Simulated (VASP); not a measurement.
Wanted: the native input for a VASP 6.6.1 run.

```yaml
Task: single point
Functional: PBEsol
Potentials_or_basis: VASP PAW PBE potentials, release 64 (Ru_pv)
Cutoff: 520 eV
k_mesh: 24 × 24 × 12
Occupations: gaussian, width 0.15 eV
Spin: no spin polarisation
Dipole_correction: no
Further_INCAR_settings: ALGO = Fast; EDIFF = 1e-06; NBANDS = 21
```

The structure of Ru lies in POSCAR:

```
Ru
1.0
    2.7057993342      0.0000000000      0.0000000000
   -1.3528996671      2.3432909610      0.0000000000
    0.0000000000      0.0000000000      4.2819000000
Ru
2
Direct
    0.3333333333      0.6666666667      0.2500000000
    0.6666666667      0.3333333333      0.7500000000
```

The input as run:

INCAR

```
PREC     = Accurate       # precision mode
ENCUT    = 520            # plane-wave cutoff, eV
EDIFF    = 1E-6           # SCF threshold, eV
ISMEAR   = 0              # smearing method
SIGMA    = 0.15           # smearing width, eV
LREAL    = F              # projectors in reciprocal space
LASPH    = T              # aspherical terms in the spheres
NELM     = 60             # most SCF steps
ALGO     = Fast           # electronic algorithm
ISIF     = 2              # what is computed and relaxed
LWAVE    = F              # write WAVECAR
LCHARG   = F              # write CHGCAR
GGA      = PS             # functional
NBANDS   = 21             # bands
```

KPOINTS

```
regular mesh
0
Gamma
  24 24 12
```

Potentials or basis: VASP PAW PBE potentials, release 64 (Ru_pv).

Launch:

```bash
$ cat potpaw_PBE.64/Ru_pv/POTCAR > POTCAR
$ mpirun -np 1 vasp_std > vasp.out
```

Results of the run:

```json
{
  "Pressure": "-6.3 GPa",
  "Band gap on the k mesh": "zero (band 14 reaches 14.32 eV, above the bottom of band 15 at 11.13 eV)"
}
```

Caveat: the PAW data sets were made with another functional, which shifts forces and pressure a little.

Run time: 3.6 min on 1 thread of AMD EPYC 7R43 64-Core Processor (Zen 3), with other jobs on the host, peak memory 0.25 GiB.
